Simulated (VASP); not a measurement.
Runs of VASP 6.6.1 on Mo3N4. The structure is that of space group Pm-3m (No. 221), or close to it. The cells are those of the table. 

| task | spin | cell | k mesh | cutoff (eV) | smearing | gap on the mesh (eV) | pressure (GPa) |
| --- | --- | --- | --- | --- | --- | --- | --- |
| single point | collinear | a = 4.019 Å, 7 atoms | 4 × 4 × 4 | 600 | gaussian 0.1 eV | none | 47.9 |
| single point | off | a = 4.164 Å, 7 atoms | 6 × 6 × 6 | 600 | gaussian 0.1 eV | none | 0.4 |
| single point | off | a = 4.164 Å, 7 atoms | 8 × 8 × 8 | 600 | gaussian 0.1 eV | none | 0.2 |
| relaxation of cell and atoms | off | relaxed from a = 4.164 Å, 7 atoms | 8 × 8 × 8 | 600 | gaussian 0.1 eV | none | 0.0 |
| electric field gradients | off | a = 4.166 Å, 7 atoms | 8 × 8 × 8 | 520 | fermi-dirac 0.15 eV | none | (a) |

Alike in all rows: level PBEsol; potentials or basis VASP PAW PBE potentials, release 64 (Mo_sv, N).

Q: Fill in the values left out.

A: (a) 0.5.

Caveats: some runs use coarse meshes; the PAW data sets were made with another functional, which shifts forces and pressure a little.

A k mesh can miss the band edges, and the runs leave out spin-orbit coupling on Mo.

A gap of «none» marks levels without a gap at the run's occupations.
